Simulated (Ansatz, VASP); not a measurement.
## SiC2: VASP beside Ansatz

```
Si C
1.0
     2.64472    0.00000    0.00000
    -1.32236    2.29040    0.00000
     0.00000    0.00000   13.47900
Si C
2 4
Direct
  0.33333 0.66667 0.41667
  0.66667 0.33333 0.58333
  0.33333 0.66667 0.75000
  0.33333 0.66667 0.08333
  0.66667 0.33333 0.91667
  0.66667 0.33333 0.25000
```

Alike in both runs: task relaxation of cell and atoms; functional PBE; k mesh 6 × 6 × 2; occupations gaussian, width 0.1 eV; no spin polarisation.

|  | VASP | Ansatz |
| --- | --- | --- |
| version | VASP 6.6.1 | Ansatz 0.2.0 |
| potentials or method | VASP PAW PBE potentials, release 64 (Si, C), cutoff 600 eV | scalar-relativistic, plane waves, PAW |
| valence electrons in the cell | 24 | 24 |

Ansatz gave:

| Quantity | Value |
| --- | --- |
| gap on the k mesh at the Fermi level, each at its own relaxed structure (eV) | none |
| relaxed volume (Å³/atom) | 8.91 |
| relaxed cell length with the largest relative difference (Å) | 7.630 |

Question: What did VASP give for the same quantities?

Answer: gap on the k mesh at the Fermi level, each at its own relaxed structure (eV): none; relaxed volume (Å³/atom): 12.02; relaxed cell length with the largest relative difference (Å): 13.373.

A gap of «none» marks a metal or a gap that the smearing closes. One of these differences is far larger than is usual between the two programs; its cause wasn't traced.

The k mesh is coarse, so the values compare programs but aren't converged.
